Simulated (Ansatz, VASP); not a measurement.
**Two plane-wave programs on GaSb3**

File INCAR:

```
SYSTEM = GaSb3
ALGO     = Normal         ! electronic algorithm
EDIFF    = 1E-6           ! SCF threshold, eV
ENCUT    = 520            ! plane-wave cutoff, eV
GGA      = PS             ! functional
ISIF     = 2              ! what is computed and relaxed
ISMEAR   = 0              ! smearing method
LASPH    = .TRUE.         ! aspherical terms in the spheres
LCHARG   = .FALSE.        ! write CHGCAR
LREAL    = .FALSE.        ! projectors in reciprocal space
LWAVE    = .FALSE.        ! write WAVECAR
NBANDS   = 22             ! bands
NELM     = 80             ! most SCF steps
PREC     = Accurate       ! precision mode
SIGMA    = 0.15           ! smearing width, eV
```

The input KPOINTS:

```
k-points
0
G
  10 10 10
  0 0 0
```

The input POSCAR:

```
GaSb3
1.0
    0.0000000000      3.6127335807      3.5173574142
    3.6127335807      0.0000000000      3.5173574142
    3.6127335807      3.6127335807      0.0000000000
Ga Sb
1 3
Direct
    0.0000000000      0.0000000000      0.0000000000
    0.2500000000      0.2500000000      0.2500000000
    0.7500000000      0.7500000000      0.7500000000
    0.5000000000      0.5000000000      0.5000000000
```

Input for Ansatz:

```yaml
crystal:
  lattice:
    - [0.0, 3.6127335807, 3.5173574142]
    - [3.6127335807, 0.0, 3.5173574142]
    - [3.6127335807, 3.6127335807, 0.0]
  atoms:
    - { symbol: Ga, position: [0.0, 0.0, 0.0] }
    - { symbol: Sb, position: [0.25, 0.25, 0.25] }
    - { symbol: Sb, position: [0.75, 0.75, 0.75] }
    - { symbol: Sb, position: [0.5, 0.5, 0.5] }
basis:
  ecutwfc: 420
kpoints:
  mp_grid: { grid: [10, 10, 10] }
hamiltonian:
  xc: pbesol
  pseudopotentials: { kind: paw, azcp: { folder: soft_1 } }
scf:
  occupations: { method: gaussian, width: 0.15 }
output:
  forces: true
  stress: true
  eigenvalues: true
```

Alike in both runs: task single point; functional PBEsol; k mesh 10 × 10 × 10; occupations gaussian, width 0.15 eV; no spin polarisation.

```csv
,VASP,Ansatz
version,VASP 6.6.1,Ansatz 0.2.0
potentials or method,"VASP PAW PBE potentials, release 64 (Ga_d, Sb), cutoff 520 eV","scalar-relativistic, plane waves, PAW"
valence electrons in the cell,28,58
```

```csv
,VASP,Ansatz,Ansatz less VASP
gap on the k mesh at the Fermi level (eV),none,none,-
pressure (GPa),4.1,4.1,-0.06
"traceless stress, the component that is largest in VASP (GPa)",0.89,0.88,-0.007
```

VASP's potentials were made for PBE, not for PBEsol, and Ansatz warns of the same on its side. A gap of «none» marks a metal or a gap that the smearing closes. VASP's potentials hold 28 valence electrons a cell and Ansatz's 58, so a difference there can come from the potentials and not from the codes.

Spin-orbit coupling is off throughout.
